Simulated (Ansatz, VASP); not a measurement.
# CoSi2 in VASP and in Ansatz

INCAR

```
PREC     = Accurate       # precision mode
ENCUT    = 520            # plane-wave cutoff, eV
EDIFF    = 1E-6           # SCF threshold, eV
ISMEAR   = 0              # smearing method
SIGMA    = 0.05           # smearing width, eV
LREAL    = F              # projectors in reciprocal space
LASPH    = T              # aspherical terms in the spheres
NELM     = 150            # most SCF steps
ALGO     = Normal         # electronic algorithm
ISIF     = 2              # what is computed and relaxed
LWAVE    = F              # write WAVECAR
LCHARG   = F              # write CHGCAR
ISPIN    = 2              # spin polarisation
MAGMOM   = 0.05 0 0       # initial moments
LORBIT   = 11             # projections on sites
LMAXMIX  = 4              # l up to which the mixer works
GGA      = RE             # functional
NBANDS   = 20             # bands
```

File KPOINTS:

```
regular mesh
0
Gamma
  8 8 8
```

POSCAR

```
CoSi2
1.0
    0.0000000000      2.7085701501      2.7085701501
    2.7085701501      0.0000000000      2.7085701501
    2.7085701501      2.7085701501      0.0000000000
Co Si
1 2
Direct
    0.0000000000      0.0000000000      0.0000000000
    0.2500000000      0.2500000000      0.2500000000
    0.7500000000      0.7500000000      0.7500000000
```

Input for Ansatz:

```yaml
crystal:
  lattice:
    - [0.0, 2.7085701501, 2.7085701501]
    - [2.7085701501, 0.0, 2.7085701501]
    - [2.7085701501, 2.7085701501, 0.0]
  atoms:
    - { symbol: Co, position: [0.0, 0.0, 0.0], spin: 0.05 }
    - { symbol: Si, position: [0.25, 0.25, 0.25] }
    - { symbol: Si, position: [0.75, 0.75, 0.75] }
basis:
  ecutwfc: 420
  ecutrho_ratio: 4
kpoints:
  mp_grid: { grid: [8, 8, 8] }
hamiltonian:
  xc: revpbe
scf:
  occupations: { method: gaussian, width: 0.05 }
output:
  forces: true
  stress: true
  eigenvalues: true
  populations: true
magnetization:
  spin_polarized: true
```

Alike in both runs: task single point; functional revPBE; k mesh 8 × 8 × 8; occupations gaussian, width 0.05 eV; collinear spin.

|  | VASP | Ansatz |
| --- | --- | --- |
| version | VASP 6.6.1 | Ansatz 0.2.0 |
| potentials or method | VASP PAW PBE potentials, release 64 (Co, Si), cutoff 520 eV | scalar-relativistic, plane waves, PAW |
| valence electrons in the cell | 17 | 25 |

|  | VASP | Ansatz | Ansatz less VASP |
| --- | --- | --- | --- |
| gap on the k mesh at the Fermi level (eV) | none | none | - |
| pressure (GPa) | -3.7 | -3.3 | +0.46 |
| net moment per atom (μB) | 0.00 | 0.00 | 0.000 |

VASP's potentials were made for PBE, not for revPBE. A gap of «none» marks a metal or a gap that the smearing closes. VASP's potentials hold 17 valence electrons a cell and Ansatz's 25, so a difference there can come from the potentials and not from the codes. Ansatz's warnings: seeded moment not kept.
